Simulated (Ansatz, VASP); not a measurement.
One calculation of BeS, two programs

The input POSCAR:

```
BeS
1.0
    0.0000000000      2.4343066366      2.4343066366
    2.4343066366      0.0000000000      2.4343066366
    2.4343066366      2.4343066366      0.0000000000
Be S
1 1
Direct
    0.0000000000      0.0000000000      0.0000000000
    0.2500000000      0.2500000000      0.2500000000
```

Contents of INCAR.step1:

```
SYSTEM = BeS
PREC = Accurate
ENCUT = 520
EDIFF = 1E-5
ISMEAR = 0
SIGMA = 0.01
LREAL = .FALSE.
LASPH = .TRUE.
NELM = 120
ALGO = Normal
ISIF = 2
LWAVE = .TRUE.
LCHARG = .FALSE.
GGA = PE
NBANDS = 11
GGA_COMPAT = .FALSE.
```

File INCAR.step2:

```
SYSTEM = BeS
PREC = Accurate
ENCUT = 520
EDIFF = 1E-6
ISMEAR = 0
SIGMA = 0.01
LREAL = .FALSE.
LASPH = .TRUE.
NELM = 120
ALGO = Normal
ISIF = 2
LWAVE = .FALSE.
LCHARG = .FALSE.
GGA = PE
LHFCALC = .TRUE.
AEXX = 0.35
HFSCREEN = 0.2078
PRECFOCK = Normal
ISTART = 1
NBANDS = 11
GGA_COMPAT = .FALSE.
```

KPOINTS

```
regular mesh
0
G
  4 4 4
  0 0 0
```

Input for Ansatz:

```yaml
crystal:
  lattice:
    - [0.0, 2.4343066366, 2.4343066366]
    - [2.4343066366, 0.0, 2.4343066366]
    - [2.4343066366, 2.4343066366, 0.0]
  atoms:
    - { symbol: Be, position: [0.0, 0.0, 0.0] }
    - { symbol: S, position: [0.25, 0.25, 0.25] }
kpoints:
  mp_grid: { grid: [4, 4, 4] }
hamiltonian:
  xc:
    exchange: pbe
    correlation: pbe
    exx: { coeff: 0.35, omega: 0.2078 }
scf:
  occupations: { method: fixed }
  n_extra_bands: 4
output:
  forces: true
  stress: true
  eigenvalues: true
```

Alike in both runs: task single point; functional PBE-based screened hybrid; k mesh 4 × 4 × 4; no spin polarisation.

|  | VASP | Ansatz |
| --- | --- | --- |
| version | VASP 6.6.1 | Ansatz 0.2.0 |
| potentials or method | VASP PAW PBE potentials, release 64 (Be, S) | plane waves |
| plane-wave cutoff (eV) | 520 | 420 |
| occupations | gaussian, width 0.01 eV | fixed |
| valence electrons in the cell | 8 | 8 |

VASP gave:

| Item | Value |
| --- | --- |
| gap on the k mesh at the Fermi level (eV) | 4.48 |
| pressure (GPa) | -1.2 |

**Question.** Estimate Ansatz's values.

**Answer.** gap on the k mesh at the Fermi level (eV): 4.49; pressure (GPa): -1.0.

VASP's potentials were made for PBE, not for PBE-based screened hybrid. Ansatz's warnings: stress exchange threshold loose, stress scf threshold loose.

The k mesh is coarse, so the values compare programs but aren't converged.
